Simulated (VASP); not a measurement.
A run of VASP 6.6.1 is set up as follows.

Contents of INCAR:

```
SYSTEM = Li2S
ALGO     = Normal         ! electronic algorithm
EDIFF    = 1E-6           ! SCF threshold, eV
ENCUT    = 750            ! plane-wave cutoff, eV
GGA_COMPAT= .False.      
ISIF     = 2              ! what is computed and relaxed
ISMEAR   = -1             ! smearing method
LASPH    = .True.         ! aspherical terms in the spheres
LCHARG   = .False.        ! write CHGCAR
LREAL    = .False.        ! projectors in reciprocal space
LWAVE    = .False.        ! write WAVECAR
NBANDS   = 13             ! bands
NELM     = 120            ! most SCF steps
PREC     = Accurate       ! precision mode
SIGMA    = 0.02           ! smearing width, eV
```

Contents of KPOINTS:

```
k-points
0
Gamma
  7 7 7
  0 0 0
```

POSCAR

```
Li2S
1.0
   -0.0285400000      2.8397300000      2.8397300000
    2.8397300000     -0.0285400000      2.8397300000
    2.8397300000      2.8397300000     -0.0285400000
Li S
2 1
Direct
    0.2500000000      0.2500000000      0.2500000000
    0.7500000000      0.7500000000      0.7500000000
    0.0000000000      0.0000000000      0.0000000000
```

Potentials or basis: VASP PAW LDA potentials, release 64 (Li_sv, S).

Launch:

```bash
$ cat potpaw_LDA.64/Li_sv/POTCAR potpaw_LDA.64/S/POTCAR > POTCAR
$ mpirun -np 1 vasp_std > vasp.out
```

Task: What does it give for the pressure?

Result: -3.1 GPa.

Task: What does it give for the band gap on the k mesh?

Result: 3.30 eV, indirect (least direct gap 4.01 eV).

Task: Estimate the largest force.

Result: 0.016 eV/Å.

Forces in eV/Å, atoms in the order of the input:
```
Li   0.009  0.009  0.009
Li  -0.009 -0.009 -0.009
S    0.000  0.000  0.000
```

Caveat: the cell differs from its parent crystal (equal xy, yz and zx shear strains of -1 %). A k mesh can miss the band edges.
